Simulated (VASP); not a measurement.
# Pt (Im-3m) in VASP: single point with PBE

Aim: the single point of Pt with PBE.

Everything below comes from runs of VASP 6.6.1. Logs are shortened: lines on timing, memory, paths and dates and some standing lists are left out, and cuts for length are marked.

## Step 1: The cell of the first run

The structure is cubic, space group Im-3m (No. 229). The conventional cell has a = 3.263 Å, b = 3.263 Å, c = 3.263 Å, α = 90.00°, β = 90.00°, γ = 90.00°. Within 3.7 Å of Pt (site symmetry m-3m) lie 14 Pt at 2.83 to 3.26 Å.

This isn't the form of Pt at room conditions, which is fcc.

## Step 2: Single point, PBE, collinear spin, zero start

INCAR reads:

```
  PREC = Accurate
  ENCUT = 500
  EDIFF = 1E-6
  ISMEAR = -1
  SIGMA = 0.1
  LREAL = False
  LASPH = True
  NELM = 200
  ALGO = Normal
  ISIF = 2
  LWAVE = False
  LCHARG = False
  ISPIN = 2
  MAGMOM = 0
  LORBIT = 11
  LMAXMIX = 4
  GGA = PE
  NBANDS = 15
  GGA_COMPAT = False
```

KPOINTS reads:

```
regular mesh
0
Gamma
  8 8 8
```

POSCAR reads:

```
Pt
1.0
   -1.6315000000      1.6315000000      1.6315000000
    1.6315000000     -1.6315000000      1.6315000000
    1.6315000000      1.6315000000     -1.6315000000
Pt
1
Direct
    0.0000000000      0.0000000000      0.0000000000
```

Potentials or basis: VASP PAW PBE potentials, release 64 (Pt).

Launch:

```bash
$ cat potpaw_PBE.64/Pt/POTCAR > POTCAR
$ mpirun -np 1 vasp_std > vasp.out
```

OUTCAR:

```text
PREC = Accurate
   ENCUT = 500
   EDIFF = 1E-6
   ISMEAR = -1
   LREAL = False
   LASPH = True
   NELM = 200
   ISIF = 2
   ISPIN = 2
   LORBIT = 11
   GGA = PE

 ion  position               nearest neighbor table
   1  0.000  0.000  0.000-

  LATTYP: Found a body centered cubic cell.
 ALAT       =     3.2630000000

  Lattice vectors:

 A1 = (  -1.6315000000,   1.6315000000,   1.6315000000)
 A2 = (   1.6315000000,  -1.6315000000,   1.6315000000)
 A3 = (   1.6315000000,   1.6315000000,  -1.6315000000)

Analysis of symmetry for initial positions (statically):
=====================================================================
 Subroutine PRICEL returns:
 Original cell was already a primitive cell.

 Routine SETGRP: Setting up the symmetry group for a
 body centered cubic supercell.

 Subroutine GETGRP returns: Found 48 space group operations
 (whereof 48 operations were pure point group operations)
 out of a pool of 48 trial point group operations.

The static configuration has the point symmetry O_h .

Analysis of symmetry for dynamics (positions and initial velocities):
=====================================================================
 Subroutine PRICEL returns:
 Original cell was already a primitive cell.

 Routine SETGRP: Setting up the symmetry group for a
 body centered cubic supercell.

 Subroutine GETGRP returns: Found 48 space group operations
 (whereof 48 operations were pure point group operations)
 out of a pool of 48 trial point group operations.

The dynamic configuration has the point symmetry O_h .

Analysis of structural, dynamic, and magnetic symmetry:
=====================================================================
 Subroutine PRICEL returns:
 Original cell was already a primitive cell.

 Routine SETGRP: Setting up the symmetry group for a
 body centered cubic supercell.

 Subroutine GETGRP returns: Found 48 space group operations
 (whereof 48 operations were pure point group operations)
 out of a pool of 48 trial point group operations.

The overall configuration has the point symmetry O_h .

 Subroutine INISYM returns: Found 48 space group operations
 (whereof 48 operations are pure point group operations),
 and found     1 'primitive' translations

----------------------------------------------------------------------------------------

                                     Primitive cell

  volume of cell :      17.3709

  direct lattice vectors                    reciprocal lattice vectors
    -1.631500000  1.631500000  1.631500000     0.000000000  0.306466442  0.306466442
     1.631500000 -1.631500000  1.631500000     0.306466442  0.000000000  0.306466442
     1.631500000  1.631500000 -1.631500000     0.306466442  0.306466442  0.000000000

  length of vectors
     2.825840893  2.825840893  2.825840893     0.433408999  0.433408999  0.433408999

  position of ions in fractional coordinates (direct lattice)
     0.000000000  0.000000000  0.000000000

  ion indices of the primitive-cell ions
   primitive index   ion index
                 1           1

----------------------------------------------------------------------------------------

 KPOINTS: regular mesh

Automatic generation of k-mesh.
 Grid dimensions read from file:
 generate k-points for:    8    8    8

 Generating k-lattice:

  Cartesian coordinates                     Fractional coordinates (reciprocal lattice)
     0.000000000  0.038308305  0.038308305     0.125000000  0.000000000  0.000000000
     0.038308305  0.000000000  0.038308305     0.000000000  0.125000000  0.000000000
     0.038308305  0.038308305  0.000000000     0.000000000  0.000000000  0.125000000

  Length of vectors
     0.054176125  0.054176125  0.054176125

  Shift w.r.t. Gamma in fractional coordinates (k-lattice)
     0.000000000  0.000000000  0.000000000

 Subroutine IBZKPT returns following result:
 ===========================================

 Found     29 irreducible k-points:

 Following reciprocal coordinates:
            Coordinates               Weight
  0.000000  0.000000  0.000000      1.000000
  0.125000  0.000000  0.000000     12.000000
  0.250000  0.000000  0.000000     12.000000
  0.375000  0.000000  0.000000     12.000000
  0.500000  0.000000  0.000000      6.000000
  0.125000  0.125000  0.000000     24.000000
[... 16 lines left out ...]
 -0.250000  0.250000  0.250000      6.000000
 -0.375000  0.375000  0.250000     24.000000
 [... further k-points ...]
   k-points           NKPTS =     29   k-points in BZ     NKDIM =     29   number of bands    NBANDS=     15
   number of dos      NEDOS =    301   number of ions     NIONS =      1
   total plane-waves  NPLWV =  13824
   dimension x,y,z NGX =    24 NGY =   24 NGZ =   24
   dimension x,y,z NGXF=    48 NGYF=   48 NGZF=   48
   ions per type =               1
   NGX,Y,Z   is equivalent  to a cutoff of  14.12, 14.12, 14.12 a.u.
   NGXF,Y,Z  is equivalent  to a cutoff of  28.24, 28.24, 28.24 a.u.
 SYSTEM =  unknown system
   PREC   = accura    normal or accurate (medium, high low for compatibility)
   ISTART =      0    job   : 0-new  1-cont  2-samecut
   ICHARG =      2    charge: 1-file 2-atom 10-const
   ISPIN  =      2    spin polarized calculation?
   LNONCOLLINEAR =      F non collinear calculations
   LSORBIT =      F    spin-orbit coupling
   LASPH  =      T    aspherical Exc in radial PAW
   ENCUT  =  500.0 eV  36.75 Ry    6.06 a.u.   5.15  5.15  5.15*2*pi/ulx,y,z
   NELM   =    200;   NELMIN=  2; NELMDL= -5     # of ELM steps
   EDIFF  = 0.1E-05   stopping-criterion for ELM
   LREAL  =      F    real-space projection
   EDIFFG = 0.1E-04   stopping-criterion for IOM
   NSW    =      0    number of steps for IOM
   IBRION =     -1    ionic relax: 0-MD 1-quasi-New 2-CG
   NFREE  =      0    steps in history (QN), initial steepest desc. (CG)
   ISIF   =      2    stress and relaxation
   ISYM   =      2    0-nonsym 1-usesym 2-fastsym
   POTIM  = 0.5000    time-step for ionic-motion
   TEBEG  =    0.0;   TEEND  =   0.0 temperature during run
   PSTRESS=    0.0 pullay stress
   NELECT =      10.0000    total number of electrons
   NUPDOWN=      -1.0000    fix difference up-down
   EMIN   =  10.00;   EMAX   =-10.00  energy-range for DOS
   EFERMI =   0.00;   METHOD = LEGACY
   ISMEAR =    -1;   SIGMA  =   0.10  broadening in eV -4-tet -1-fermi 0-gaus
   EFERMI_NEDOS =   21; number of points for ismear=-14 and -15
   IALGO  =     38    algorithm
   IMIX   =      4    mixing-type and parameters
     AMIX     =   0.40;   BMIX     =  1.00
     AMIX_MAG =   1.60;   BMIX_MAG =  1.00
  volume/ion in A,a.u.               =      17.37       117.22
  Fermi-wavevector in a.u.,A,eV,Ry     =   1.361866  2.573554 25.234445  1.854679
  Thomas-Fermi vector in A             =   2.488405
   LORBIT       =     11    0 simple, 1 ext, 2 COOP (PROOUT), +10 PAW based schemes
   GGA     = PE    functional components
   LHFCALC =     F    Hartree Fock is set to
   AEXX    =    0.0000 exact exchange contribution
   IVDW    =     0    specifies the selected vdW correction
   LEPSILON=     F    determine dielectric tensor
   LRPA    =     F    only Hartree local field effects (RPA)
 spin polarized calculation
  energy-cutoff  :      500.00
  volume of cell :       17.37
 maximum number of plane-waves:       466
 NGX is ok and might be reduce to    24
   NGX = 11   NGY = 11   NGZ = 11

 number of electron      10.0000001 magnetization      -0.0000281

 number of electron      10.0000001 magnetization       0.0000109

 Free energy of the ion-electron system (eV)
  ---------------------------------------------------
  ext. energy  EPLUGINS =         0.00000000
  ---------------------------------------------------
  free energy    TOTEN  =        -5.88847912 eV

  energy without entropy =       -5.83224357  energy(sigma->0) =       -5.86036134

 E-fermi :   8.6364     XC(G=0): -12.6438

 val. band max:        8.6290602265   @ k =  -0.3750   0.3750   0.1250
 cond. band min:       8.6369330648   @ k =  -0.2500   0.2500   0.2500
 fundamental gap:      0.0078728383
 Fermi energy:         8.6363979563

 spin component 1

 k-point     1 :       0.0000    0.0000    0.0000
  band No.  band energies     occupation
      1       0.0418      1.00000
      2       5.6131      1.00000
      3       5.6131      1.00000
      4       5.6131      1.00000
      5       7.7614      0.99984
      6       7.7614      0.99984
      7      25.6735      0.00000
      8      25.6735      0.00000
      9      25.6735      0.00000
     10      34.2624      0.00000
     11      34.2624      0.00000
     12      34.2624      0.00000
     13      34.5865      0.00000
     14      34.5865      0.00000
     15      41.0702      0.00000
[... 397 lines left out ...]
 k-point    24 :      -0.3750    0.3750    0.2500
  band No.  band energies     occupation
      1       4.1747      1.00000
      2       4.7032      1.00000
      3       6.2687      1.00000
      4       6.8352      1.00000
      5       8.4347      0.88257
      6      10.1831      0.00000
      7      18.5923      0.00000
      8      21.3304      0.00000
      9      23.6051      0.00000
     10      26.5859      0.00000
     11      32.4561      0.00000
     12      34.7728      0.00000
     13      35.5613      0.00000
     14      38.2524      0.00000
     15      42.0169      0.00000

 [... further k-points ...]

 spin component 2

 k-point     1 :       0.0000    0.0000    0.0000
  band No.  band energies     occupation
      1       0.0418      1.00000
      2       5.6131      1.00000
      3       5.6131      1.00000
      4       5.6131      1.00000
      5       7.7614      0.99984
      6       7.7614      0.99984
      7      25.6735      0.00000
      8      25.6735      0.00000
      9      25.6735      0.00000
     10      34.2624      0.00000
     11      34.2624      0.00000
     12      34.2624      0.00000
     13      34.5864      0.00000
     14      34.5864      0.00000
     15      41.0702      0.00000
[... 397 lines left out ...]
 k-point    24 :      -0.3750    0.3750    0.2500
  band No.  band energies     occupation
      1       4.1747      1.00000
      2       4.7032      1.00000
      3       6.2687      1.00000
      4       6.8352      1.00000
      5       8.4347      0.88257
      6      10.1831      0.00000
      7      18.5923      0.00000
      8      21.3305      0.00000
      9      23.6051      0.00000
     10      26.5859      0.00000
     11      32.4561      0.00000
     12      34.7728      0.00000
     13      35.5613      0.00000
     14      38.2524      0.00000
     15      42.0169      0.00000

 [... further k-points ...]

------------------------ aborting loop because EDIFF is reached ----------------------------------------

  FORCE on cell =-STRESS in cart. coord.  units (eV):
  Direction    XX          YY          ZZ          XY          YZ          ZX
  --------------------------------------------------------------------------------------
  -------------------------------------------------------------------------------------
  Total       -1.7554833     -1.7554833     -1.7554833     -0.0000000      0.0000000     -0.0000000
  in kB     -161.9146142   -161.9146142   -161.9146142     -0.0000000      0.0000000     -0.0000000
  external PRESSURE =    -161.9146142 kB  Pullay stress =       0.0000000 kB

 VOLUME and BASIS-vectors are now :
 -----------------------------------------------------------------------------
  energy-cutoff  :      500.00
  volume of cell :       17.37
      direct lattice vectors                 reciprocal lattice vectors
    -1.631500000  1.631500000  1.631500000     0.000000000  0.306466442  0.306466442
     1.631500000 -1.631500000  1.631500000     0.306466442  0.000000000  0.306466442
     1.631500000  1.631500000 -1.631500000     0.306466442  0.306466442  0.000000000

 POSITION                                       TOTAL-FORCE (eV/Angst)
 -----------------------------------------------------------------------------------
      0.00000      0.00000      0.00000         0.000000      0.000000      0.000000
 -----------------------------------------------------------------------------------
    total drift:                               -0.000000      0.000000      0.000000

  FREE ENERGIE OF THE ION-ELECTRON SYSTEM (eV)
  ---------------------------------------------------
  free  energy   TOTEN  =        -5.8884791155 eV

  energy  without entropy=       -5.8322435666  energy(sigma->0) =       -5.86036134

 total charge

# of ion       s       p       d       tot
------------------------------------------
    1        0.574   0.434   7.995   9.003

 magnetization (x)

# of ion       s       p       d       tot
------------------------------------------
    1       -0.000   0.000  -0.000  -0.000
```

Wall time 8.8 s (1 thread of AMD EPYC 9R45 (Zen 5), shared host); peak memory 0.12 GiB.

Results:

| Property | Result |
| --- | --- |
| Free energy | -5.8885 eV |
| Pressure | -16.2 GPa |
| Band gap on the k mesh | zero (filled and empty bands overlap) |
| Net moment | 0.00 μB per cell |
| Valence electrons inside the program's atomic spheres | Pt 9.00 |

Caveat: the cell stands under tension; spin-orbit coupling is left out, which moves the levels of the heavy elements.
